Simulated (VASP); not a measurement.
Set up this calculation in VASP 6.6.1, as the native input.

- Task: relaxation of volume and atoms at fixed shape
- Functional: LDA
- Potentials or basis: VASP PAW LDA potentials, release 64 (Ni)
- Cutoff: 600 eV
- k mesh: 10 × 10 × 10
- Occupations: methfessel-paxton, width 0.05 eV
- Spin: collinear spin, ferromagnetic start
- Starting moments: [1.5] μB
- Dipole correction: no
- Further INCAR settings: ALGO = Normal; EDIFF = 1e-07; IBRION = 2; EDIFFG = -0.01; NSW = 80; ISIF = 8

The structure of Ni lies in POSCAR:

```
Ni
1.0
    0.0000000000      1.7619400000      1.7619400000
    1.7619400000      0.0000000000      1.7619400000
    1.7619400000      1.7619400000      0.0000000000
Ni
1
Direct
    0.0000000000      0.0000000000      0.0000000000
```

The input as run:

INCAR

```
SYSTEM = Ni
PREC     = Accurate       ! precision mode
ENCUT    = 600            ! plane-wave cutoff, eV
EDIFF    = 1E-7           ! SCF threshold, eV
ISMEAR   = 1              ! smearing method
SIGMA    = 0.05           ! smearing width, eV
LREAL    = .FALSE.        ! projectors in reciprocal space
LASPH    = .TRUE.         ! aspherical terms in the spheres
NELM     = 150            ! most SCF steps
ALGO     = Normal         ! electronic algorithm
ISIF     = 8              ! what is computed and relaxed
LWAVE    = .FALSE.        ! write WAVECAR
LCHARG   = .FALSE.        ! write CHGCAR
ISPIN    = 2              ! spin polarisation
MAGMOM   = 1.5            ! initial moments
LORBIT   = 11             ! projections on sites
LMAXMIX  = 4              ! l up to which the mixer works
GGA      = CA             ! functional
IBRION   = 2              ! ionic algorithm
NSW      = 80             ! ionic steps
EDIFFG   = -0.01          ! ionic threshold
```

KPOINTS

```
Automatic mesh
0
G
  10 10 10
  0 0 0
```

Potentials or basis: VASP PAW LDA potentials, release 64 (Ni).

Run with:

```sh
$ cat potpaw_LDA.64/Ni/POTCAR > POTCAR
$ mpirun -np 1 vasp_std > vasp.out
```

Results of the run:

- Relaxed volume: 10.03 Å³/atom
- Relaxed cell: a = 2.421 Å, b = 2.421 Å, c = 2.421 Å, α = 60.00°, β = 60.00°, γ = 60.00°
- Space group after relaxing (to 0.05 Å): Fm-3m (No. 225)
- Energy gained by relaxing: 54.1 meV/atom
- Ionic steps: 4
- Pressure after relaxing: 0.0 GPa
- Net moment: 0.64 μB per cell
- Site moments: Ni +0.64 μB
- Valence electrons inside the program's atomic spheres: Ni 9.47

Wall time 28 s on 1 thread of AMD EPYC 9R14 (Zen 4) (shared host), peak memory 0.1 GiB.
